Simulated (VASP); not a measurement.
# Fe (Fm-3m) in VASP: a series of runs

The runs below take Fe through single point, with PBE.

Program: VASP 6.6.1. These are calculated values, not measurements. Logs are shortened: lines on timing, memory, paths and dates and some standing lists are left out, and cuts for length are marked.

## 1. The cell of the first run

Symmetry: Fm-3m, No. 225, cubic system. Conventional cell: a = 3.533 Å, b = 3.533 Å, c = 3.533 Å, α = 90.00°, β = 90.00°, γ = 90.00°. Fe (site symmetry m-3m) has 12 Fe at 2.50 Å within 3.3 Å.

## 2. Single point, PBE, collinear spin, ferromagnetic start

File INCAR:

```
SYSTEM = Fe
PREC = Accurate ; ENCUT = 520
EDIFF = 1E-7 ; ISMEAR = 0
SIGMA = 0.1 ; LREAL = .False.
LASPH = .True. ; NELM = 150
ALGO = Normal ; ISIF = 2
LWAVE = .False. ; LCHARG = .False.
ISPIN = 2 ; MAGMOM = 4
LORBIT = 11 ; LMAXMIX = 4
GGA = PE ; NBANDS = 14
```

File KPOINTS:

```
regular mesh
0
Gamma
  12 12 12
  0 0 0
```

File POSCAR:

```
Fe
1.0
    0.0000000000      1.7665000000      1.7665000000
    1.7665000000      0.0000000000      1.7665000000
    1.7665000000      1.7665000000      0.0000000000
Fe
1
Direct
    0.0000000000      0.0000000000      0.0000000000
```

Potentials or basis: VASP PAW PBE potentials, release 64 (Fe).

Command:

```
cat potpaw_PBE.64/Fe/POTCAR > POTCAR
mpirun -np 1 vasp_std > vasp.out
```

OUTCAR:

```text
SYSTEM = Fe
   PREC = Accurate
   ENCUT = 520
   EDIFF = 1E-7
   ISMEAR = 0
   LREAL = .False.
   LASPH = .True.
   NELM = 150
   ISIF = 2
   ISPIN = 2
   LORBIT = 11
   GGA = PE

 ion  position               nearest neighbor table
   1  0.000  0.000  0.000-

  LATTYP: Found a face centered cubic cell.
 ALAT       =     3.5330000000

  Lattice vectors:

 A1 = (   0.0000000000,   1.7665000000,   1.7665000000)
 A2 = (   1.7665000000,   0.0000000000,   1.7665000000)
 A3 = (   1.7665000000,   1.7665000000,   0.0000000000)

Analysis of symmetry for initial positions (statically):
=====================================================================
 Subroutine PRICEL returns:
 Original cell was already a primitive cell.

 Routine SETGRP: Setting up the symmetry group for a
 face centered cubic supercell.

 Subroutine GETGRP returns: Found 48 space group operations
 (whereof 48 operations were pure point group operations)
 out of a pool of 48 trial point group operations.

The static configuration has the point symmetry O_h .

Analysis of symmetry for dynamics (positions and initial velocities):
=====================================================================
 Subroutine PRICEL returns:
 Original cell was already a primitive cell.

 Routine SETGRP: Setting up the symmetry group for a
 face centered cubic supercell.

 Subroutine GETGRP returns: Found 48 space group operations
 (whereof 48 operations were pure point group operations)
 out of a pool of 48 trial point group operations.

The dynamic configuration has the point symmetry O_h .

Analysis of structural, dynamic, and magnetic symmetry:
=====================================================================
 Subroutine PRICEL returns:
 Original cell was already a primitive cell.

 Routine SETGRP: Setting up the symmetry group for a
 face centered cubic supercell.

 Subroutine GETGRP returns: Found 48 space group operations
 (whereof 48 operations were pure point group operations)
 out of a pool of 48 trial point group operations.

The overall configuration has the point symmetry O_h .

 Subroutine INISYM returns: Found 48 space group operations
 (whereof 48 operations are pure point group operations),
 and found     1 'primitive' translations

----------------------------------------------------------------------------------------

                                     Primitive cell

  volume of cell :      11.0248

  direct lattice vectors                    reciprocal lattice vectors
     0.000000000  1.766500000  1.766500000    -0.283045570  0.283045570  0.283045570
     1.766500000  0.000000000  1.766500000     0.283045570 -0.283045570  0.283045570
     1.766500000  1.766500000  0.000000000     0.283045570  0.283045570 -0.283045570

  length of vectors
     2.498208258  2.498208258  2.498208258     0.490249309  0.490249309  0.490249309

  position of ions in fractional coordinates (direct lattice)
     0.000000000  0.000000000  0.000000000

  ion indices of the primitive-cell ions
   primitive index   ion index
                 1           1

----------------------------------------------------------------------------------------

 KPOINTS: regular mesh

Automatic generation of k-mesh.
 Grid dimensions read from file:
 generate k-points for:   12   12   12

 Generating k-lattice:

  Cartesian coordinates                     Fractional coordinates (reciprocal lattice)
    -0.023587131  0.023587131  0.023587131     0.083333333  0.000000000  0.000000000
     0.023587131 -0.023587131  0.023587131     0.000000000  0.083333333  0.000000000
     0.023587131  0.023587131 -0.023587131     0.000000000  0.000000000  0.083333333

  Length of vectors
     0.040854109  0.040854109  0.040854109

  Shift w.r.t. Gamma in fractional coordinates (k-lattice)
     0.000000000  0.000000000  0.000000000

 Subroutine IBZKPT returns following result:
 ===========================================

 Found     72 irreducible k-points:

 Following reciprocal coordinates:
            Coordinates               Weight
  0.000000  0.000000  0.000000      1.000000
  0.083333  0.000000  0.000000      8.000000
  0.166667  0.000000  0.000000      8.000000
  0.250000  0.000000  0.000000      8.000000
  0.333333  0.000000  0.000000      8.000000
  0.416667  0.000000  0.000000      8.000000
[... 16 lines left out ...]
  0.500000  0.166667  0.000000     24.000000
 -0.416667  0.166667  0.000000     24.000000
 [... further k-points ...]
   k-points           NKPTS =     72   k-points in BZ     NKDIM =     72   number of bands    NBANDS=     14
   number of dos      NEDOS =    301   number of ions     NIONS =      1
   total plane-waves  NPLWV =   8000
   dimension x,y,z NGX =    20 NGY =   20 NGZ =   20
   dimension x,y,z NGXF=    40 NGYF=   40 NGZF=   40
   ions per type =               1
   NGX,Y,Z   is equivalent  to a cutoff of  13.31, 13.31, 13.31 a.u.
   NGXF,Y,Z  is equivalent  to a cutoff of  26.62, 26.62, 26.62 a.u.
 SYSTEM =  Fe
   PREC   = accura    normal or accurate (medium, high low for compatibility)
   ISTART =      0    job   : 0-new  1-cont  2-samecut
   ICHARG =      2    charge: 1-file 2-atom 10-const
   ISPIN  =      2    spin polarized calculation?
   LNONCOLLINEAR =      F non collinear calculations
   LSORBIT =      F    spin-orbit coupling
   LASPH  =      T    aspherical Exc in radial PAW
   ENCUT  =  520.0 eV  38.22 Ry    6.18 a.u.   4.65  4.65  4.65*2*pi/ulx,y,z
   NELM   =    150;   NELMIN=  2; NELMDL= -5     # of ELM steps
   EDIFF  = 0.1E-06   stopping-criterion for ELM
   LREAL  =      F    real-space projection
   EDIFFG = 0.1E-05   stopping-criterion for IOM
   NSW    =      0    number of steps for IOM
   IBRION =     -1    ionic relax: 0-MD 1-quasi-New 2-CG
   NFREE  =      0    steps in history (QN), initial steepest desc. (CG)
   ISIF   =      2    stress and relaxation
   ISYM   =      2    0-nonsym 1-usesym 2-fastsym
   POTIM  = 0.5000    time-step for ionic-motion
   TEBEG  =    0.0;   TEEND  =   0.0 temperature during run
   PSTRESS=    0.0 pullay stress
   NELECT =       8.0000    total number of electrons
   NUPDOWN=      -1.0000    fix difference up-down
   EMIN   =  10.00;   EMAX   =-10.00  energy-range for DOS
   EFERMI =   0.00;   METHOD = LEGACY
   ISMEAR =     0;   SIGMA  =   0.10  broadening in eV -4-tet -1-fermi 0-gaus
   EFERMI_NEDOS =   21; number of points for ismear=-14 and -15
   IALGO  =     38    algorithm
   IMIX   =      4    mixing-type and parameters
     AMIX     =   0.40;   BMIX     =  1.00
     AMIX_MAG =   1.60;   BMIX_MAG =  1.00
  volume/ion in A,a.u.               =      11.02        74.40
  Fermi-wavevector in a.u.,A,eV,Ry     =   1.471119  2.780012 29.445614  2.164192
  Thomas-Fermi vector in A             =   2.586294
   LORBIT       =     11    0 simple, 1 ext, 2 COOP (PROOUT), +10 PAW based schemes
   GGA     = PE    functional components
   LHFCALC =     F    Hartree Fock is set to
   AEXX    =    0.0000 exact exchange contribution
   IVDW    =     0    specifies the selected vdW correction
   LEPSILON=     F    determine dielectric tensor
   LRPA    =     F    only Hartree local field effects (RPA)
 spin polarized calculation
 Gauss-broadening in eV      SIGMA  =   0.10
  energy-cutoff  :      520.00
  volume of cell :       11.02
 maximum number of plane-waves:       310
   NGX =  9   NGY =  9   NGZ =  9

 number of electron       7.9999995 magnetization       1.3492428

 Free energy of the ion-electron system (eV)
  ---------------------------------------------------
  ext. energy  EPLUGINS =         0.00000000
  ---------------------------------------------------
  free energy    TOTEN  =        -8.08715453 eV

  energy without entropy =       -8.08012412  energy(sigma->0) =       -8.08363932

 E-fermi :   6.1267     XC(G=0): -13.3155

 val. band max:        6.1103508054   @ k =  -0.3333   0.3333   0.0000
 cond. band min:       6.1272044936   @ k =   0.5000   0.1667   0.0833
 fundamental gap:      0.0168536882
 Fermi energy:         6.1266952360

 spin component 1

 k-point     1 :       0.0000    0.0000    0.0000
  band No.  band energies     occupation
      1      -2.4716      1.00000
      2       4.1517      1.00000
      3       4.1517      1.00000
      4       4.1517      1.00000
      5       5.1208      1.00000
      6       5.1208      1.00000
      7      28.7965      0.00000
      8      33.5225      0.00000
      9      33.5225      0.00000
     10      33.5225      0.00000
     11      36.7505      0.00000
     12      36.7505      0.00000
     13      36.7505      0.00000
     14      38.9124      0.00000

 k-point     2 :       0.0833    0.0000    0.0000
  band No.  band energies     occupation
      1      -2.1942      1.00000
      2       4.0610      1.00000
      3       4.2236      1.00000
      4       4.2236      1.00000
      5       5.0914      1.00000
      6       5.0914      1.00000
      7      28.2383      0.00000
      8      31.0817      0.00000
      9      33.1527      0.00000
     10      33.1527      0.00000
     11      37.3453      0.00000
     12      37.3453      0.00000
     13      37.4256      0.00000
     14      41.4455      0.00000
[... 343 lines left out ...]
      1       1.8749      1.00000
      2       3.1844      1.00000
      3       4.2604      1.00000
      4       4.3593      1.00000
      5       6.3434      0.00109
      6       8.6098      0.00000
      7      14.2539      0.00000
      8      24.1726      0.00000
      9      27.1110      0.00000
     10      28.8811      0.00000
     11      38.5323      0.00000
     12      38.7184      0.00000
     13      43.4373      0.00000
     14      46.3100      0.00000

 k-point    24 :      -0.4167    0.1667    0.0000
  band No.  band energies     occupation
      1       1.9511      1.00000
      2       3.2442      1.00000
      3       4.2796      1.00000
      4       4.3512      1.00000
      5       6.1675      0.28208
      6       9.0991      0.00000
      7      13.6881      0.00000
      8      23.3401      0.00000
      9      28.2292      0.00000
     10      28.9410      0.00000
     11      37.9131      0.00000
     12      38.0984      0.00000
     13      45.6566      0.00000
     14      48.2114      0.00000

 [... further k-points ...]

 spin component 2

 k-point     1 :       0.0000    0.0000    0.0000
  band No.  band energies     occupation
      1      -2.3335      1.00000
      2       5.1626      1.00000
      3       5.1627      1.00000
      4       5.1627      1.00000
      5       7.0547      0.00000
      6       7.0548      0.00000
      7      28.5936      0.00000
      8      33.8387      0.00000
      9      33.8387      0.00000
     10      33.8387      0.00000
     11      37.0631      0.00000
     12      37.0631      0.00000
     13      37.0631      0.00000
     14      38.4985      0.00000

 k-point     2 :       0.0833    0.0000    0.0000
  band No.  band energies     occupation
      1      -2.0552      1.00000
      2       5.0566      1.00000
      3       5.2412      1.00000
      4       5.2412      1.00000
      5       7.0156      0.00000
      6       7.0157      0.00000
      7      28.1718      0.00000
      8      31.2526      0.00000
      9      33.4992      0.00000
     10      33.4992      0.00000
     11      37.4386      0.00000
     12      37.6166      0.00000
     13      37.6166      0.00000
     14      41.3799      0.00000
[... 343 lines left out ...]
      1       2.5351      1.00000
      2       4.4295      1.00000
      3       5.0797      1.00000
      4       5.8523      0.99995
      5       7.8362      0.00000
      6       9.5322      0.00000
      7      14.8874      0.00000
      8      24.4870      0.00000
      9      27.5273      0.00000
     10      29.0902      0.00000
     11      38.7203      0.00000
     12      39.0285      0.00000
     13      43.8455      0.00000
     14      46.6386      0.00000

 k-point    24 :      -0.4167    0.1667    0.0000
  band No.  band energies     occupation
      1       2.6049      1.00000
      2       4.5837      1.00000
      3       5.0936      1.00000
      4       5.8124      1.00000
      5       7.5894      0.00000
      6       9.9953      0.00000
      7      14.3714      0.00000
      8      23.6904      0.00000
      9      28.6668      0.00000
     10      29.0762      0.00000
     11      38.2370      0.00000
     12      38.2987      0.00000
     13      45.9991      0.00000
     14      48.5542      0.00000

 [... further k-points ...]

------------------------ aborting loop because EDIFF is reached ----------------------------------------

  FORCE on cell =-STRESS in cart. coord.  units (eV):
  Direction    XX          YY          ZZ          XY          YZ          ZX
  --------------------------------------------------------------------------------------
  -------------------------------------------------------------------------------------
  Total       -0.4492476     -0.4492476     -0.4492476      0.0000000      0.0000000     -0.0000000
  in kB      -65.2868055    -65.2868055    -65.2868055      0.0000000      0.0000000     -0.0000000
  external PRESSURE =     -65.2868055 kB  Pullay stress =       0.0000000 kB

 VOLUME and BASIS-vectors are now :
 -----------------------------------------------------------------------------
  energy-cutoff  :      520.00
  volume of cell :       11.02
      direct lattice vectors                 reciprocal lattice vectors
     0.000000000  1.766500000  1.766500000    -0.283045570  0.283045570  0.283045570
     1.766500000  0.000000000  1.766500000     0.283045570 -0.283045570  0.283045570
     1.766500000  1.766500000  0.000000000     0.283045570  0.283045570 -0.283045570

 POSITION                                       TOTAL-FORCE (eV/Angst)
 -----------------------------------------------------------------------------------
      0.00000      0.00000      0.00000         0.000000      0.000000      0.000000
 -----------------------------------------------------------------------------------
    total drift:                                0.000000      0.000000      0.000000

  FREE ENERGIE OF THE ION-ELECTRON SYSTEM (eV)
  ---------------------------------------------------
  free  energy   TOTEN  =        -8.0871545269 eV

  energy  without entropy=       -8.0801241207  energy(sigma->0) =       -8.08363932

 total charge

# of ion       s       p       d       tot
------------------------------------------
    1        0.503   0.563   6.262   7.327

 magnetization (x)

# of ion       s       p       d       tot
------------------------------------------
    1       -0.007  -0.024   1.369   1.338
```

Wall time 36 s (1 thread of Intel Xeon 6975P-C, shared host); peak memory 0.14 GiB.

Results:

```yaml
Free_energy: -8.0872 eV
Pressure: -6.5 GPa
Net_moment: 1.35 μB per cell
Site_moments: Fe +1.34 μB
Valence_electrons_inside_the_program's_atomic_spheres: Fe 7.33
```

Caveat: the moment fell far below its start of 4 μB, so a state of higher moment may lie lower in energy.

## 3. Single point, PBE, collinear spin, ferromagnetic start

File INCAR:

```
PREC = Accurate
ENCUT = 520
EDIFF = 1E-7
ISMEAR = 0
SIGMA = 0.1
LREAL = F
LASPH = T
NELM = 150
ALGO = Normal
ISIF = 2
LWAVE = F
LCHARG = F
ISPIN = 2
MAGMOM = 4
LORBIT = 11
LMAXMIX = 4
GGA = PE
NBANDS = 14
```

File KPOINTS:

```
Automatic mesh
0
Gamma
  12 12 12
```

POSCAR is that of step 2.

Potentials or basis: VASP PAW PBE potentials, release 64 (Fe).

Command:

```
cat potpaw_PBE.64/Fe/POTCAR > POTCAR
mpirun -np 1 vasp_std > vasp.out
```

Run time: 42 s. Hardware: 1 thread of Intel Xeon 6975P-C, shared host; peak memory 0.14 GiB.

It converged, with:

```
Free energy                                           : -8.0872 eV
Pressure                                              : -6.5 GPa
Net moment                                            : 1.35 μB per cell
Site moments                                          : Fe +1.34 μB
Valence electrons inside the program's atomic spheres : Fe 7.33
```

Levels at points of the mesh, in eV from the Fermi level:
Spin up:
```csv
k point,band 1,band 2,band 3,band 4,band 5,band 6,band 7,band 8
"(0.00, 0.00, 0.00)",-8.60,-1.97,-1.97,-1.97,-1.01,-1.01,22.67,27.40
"(0.50, 0.00, 0.00)",-4.80,-2.28,-2.28,0.04,0.17,0.17,7.21,21.26
"(0.50, 0.50, 0.00)",-5.09,-4.21,-0.11,0.56,0.56,2.90,10.41,15.21
```
Spin down:
```tsv
k point	band 1	band 2	band 3	band 4	band 5	band 6	band 7	band 8
(0.00, 0.00, 0.00)	-8.46	-0.96	-0.96	-0.96	0.93	0.93	22.47	27.71
(0.50, 0.00, 0.00)	-4.19	-0.83	-0.83	0.14	1.68	1.68	7.97	21.07
(0.50, 0.50, 0.00)	-3.92	-3.40	1.73	1.73	1.91	3.03	11.39	15.49
```

Caveat: the moment fell far below its start of 4 μB, so a state of higher moment may lie lower in energy.

(Part 1 of 2 ends here.)
